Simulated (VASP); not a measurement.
Write the native input for VASP 6.6.1 that does the following.

```yaml
Task: single point
Functional: PBE
Potentials_or_basis: VASP PAW PBE potentials, release 64 (Co, Al)
Cutoff: 520 eV
k_mesh: 9 × 9 × 9
Occupations: fermi-dirac, width 0.05 eV
Spin: collinear spin, ferromagnetic start
Starting_moments: "[0.54, 0.0] μB"
Dipole_correction: no
Further_INCAR_settings: ALGO = Fast; EDIFF = 1e-06; NBANDS = 17
```

The structure of AlCo lies in POSCAR:

```
AlCo
1.0
    2.8194032100      0.0000000000      0.0000000000
    0.0000000000      2.8194032100      0.0000000000
    0.0000000000      0.0000000000      2.8194032100
Co Al
1 1
Direct
    0.5000000000      0.5000000000      0.5000000000
    0.0000000000      0.0000000000      0.0000000000
```

One way to write it, as run:

INCAR

```
PREC = Accurate ; ENCUT = 520
EDIFF = 1E-6 ; ISMEAR = -1
SIGMA = 0.05 ; LREAL = False
LASPH = True ; NELM = 150
ALGO = Fast ; ISIF = 2
LWAVE = False ; LCHARG = False
ISPIN = 2 ; MAGMOM = 0.54 0
LORBIT = 11 ; LMAXMIX = 4
GGA = PE ; NBANDS = 17
```

KPOINTS

```
regular mesh
0
Gamma
  9 9 9
```

Potentials or basis: VASP PAW PBE potentials, release 64 (Co, Al).

Launch:

```bash
$ cat potpaw_PBE.64/Co/POTCAR potpaw_PBE.64/Al/POTCAR > POTCAR
$ mpirun -np 1 vasp_std > vasp.out
```

Results of the run:

```
Pressure                                              : 6.4 GPa
Band gap on the k mesh                                : zero (filled and empty bands overlap)
Net moment                                            : 0.00 μB per cell
Valence electrons inside the program's atomic spheres : Co 8.51; Al 0.84
```

Run time: 17 s on 1 thread of Intel Xeon 6975P-C, on a shared host, peak memory 0.16 GiB.
